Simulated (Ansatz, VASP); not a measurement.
One calculation of Co, two programs

```xyz
2
Lattice="2.4935 0.0000 0.0000 -1.2468 2.1595 0.0000 0.0000 0.0000 4.0278" Properties=species:S:1:pos:R:3 pbc="T T T"
Co    0.0000    1.4396    1.0069
Co    1.2468    0.7198    3.0208
```

Alike in both runs: functional PBE; k mesh 14 × 14 × 8; occupations fermi-dirac, width 0.05 eV; collinear spin.

Ansatz relaxed the structure, and its values are those at the end. VASP's run is a single point on that final structure, the one shown.

|  | VASP | Ansatz |
| --- | --- | --- |
| version | VASP 6.6.1 | Ansatz 0.2.0 |
| potentials or method | VASP PAW PBE potentials, release 64 (Co), cutoff 520 eV | plane waves (420 eV) with PAW, scalar-relativistic |
| valence electrons in the cell | 18 | 34 |

|  | VASP | Ansatz | Ansatz less VASP |
| --- | --- | --- | --- |
| pressure (GPa) | -7.3 | 0.0 | +7.27 |
| net moment per atom (μB) | 0.00 | 1.59 | +1.589 |
| size of the moment on the site where the two differ most (μB) | 0.88 | 1.67 | +0.785 |

The net moments are unlike, so the other rows may belong to different states. Site moments also hang on the region over which each program counts them. VASP's potentials hold 18 valence electrons a cell and Ansatz's 34, so a difference there can come from the potentials and not from the codes. Ansatz's warnings: seeded moment not kept.
